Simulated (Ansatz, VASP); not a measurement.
# Ga: VASP beside Ansatz

```xyz
2
Lattice="1.3596 -3.9582 0.0000 1.3596 3.9582 0.0000 -0.1155 0.0000 3.2735" Properties=species:S:1:pos:R:3 pbc="T T T"
Ga    1.3307   -2.9212    0.8184
Ga    1.2730    2.9212    2.4551
```

Change from the starting cell: volume scaled by 0.95, PAW files.

Alike in both runs: task electric field gradients; functional PBEsol; k mesh 14 × 14 × 11; occupations fermi-dirac, width 0.03 eV; no spin polarisation.

|  | VASP | Ansatz |
| --- | --- | --- |
| version | VASP 6.6.1 | Ansatz 0.2.0 |
| potentials or method | VASP PAW PBE potentials, release 64 (Ga_d) | PAW with Ansatz's default frozen-core files, scalar-relativistic |
| plane-wave cutoff (eV) | 520 | 420 |
| valence electrons in the cell | 26 | 26 |

```tsv
	VASP	Ansatz	Ansatz less VASP
pressure (GPa)	1.3	1.2	-0.09
traceless stress, the component that is largest in VASP (GPa)	0.16	0.16	-0.004
rms of the force components (eV/Å)	0.118	0.119	+0.0009
size of Vzz on the site where it differs most (V/Å²)	26.5	28.0	+1.53
```

VASP's potentials were made for PBE, not for PBEsol. Atom by atom the forces differ by 0.001 eV/Å (rms over components). The functional is the same, so the differences come from potentials, cutoffs and numerics.
